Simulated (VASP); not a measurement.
P: single point with r2SCAN

System: P, a slab with vacuum.

```xyz
4
Lattice="3.4386 0.0000 0.0000 0.0000 36.4272 0.0000 0.0000 0.0000 4.8448" Properties=species:S:1:pos:R:3 pbc="T T T"
P     0.0000   35.4082    2.9048
P     0.0000    1.0191    1.9400
P     1.7193    1.0191    0.4824
P     1.7193   35.4082    4.3624
```

This cell differs from its parent crystal: equal strain along all axes, cell held: +4.5 %, then relaxed in part.

* Program: VASP 6.6.1
* Task: single point
* Functional: r2SCAN
* Potentials or basis: VASP PAW PBE potentials, release 64 (P)
* Cutoff: 520 eV
* k mesh: 8 × 1 × 6
* Occupations: gaussian, width 0.02 eV
* Spin: no spin polarisation

The largest force is 0.077 eV/Å. The band gap on the k mesh is 1.31 eV.

Forces in eV/Å, atoms in the order of the input:
```
P    0.000  0.056  0.053
P    0.000 -0.056 -0.053
P    0.000 -0.056  0.053
P    0.000  0.056 -0.053
```

Levels at points of the mesh, in eV from the valence-band top:
```
           k point  band 8  band 9  band 10  band 11  band 12  band 13
(0.00, 0.00, 0.00)   -2.38   -1.29     0.00     1.31     1.55     2.11
(0.50, 0.00, 0.00)   -2.85   -1.93    -1.93     1.44     1.44     2.77
(0.00, 0.00, 0.50)   -2.71   -1.76    -1.76     1.73     1.73     3.62
(0.50, 0.00, 0.50)   -4.42   -0.98    -0.98     2.50     2.50     3.68
```

Wall time 25 min on 1 thread of Intel Xeon 8259CL, with other jobs on the host, peak memory 0.77 GiB.

Caveat: the cell differs from its parent crystal (equal strain along all axes, cell held: +4.5 %, then relaxed in part); there is no dipole correction, which matters where the two faces differ; the PAW data sets were made with another functional, which shifts forces and pressure a little.
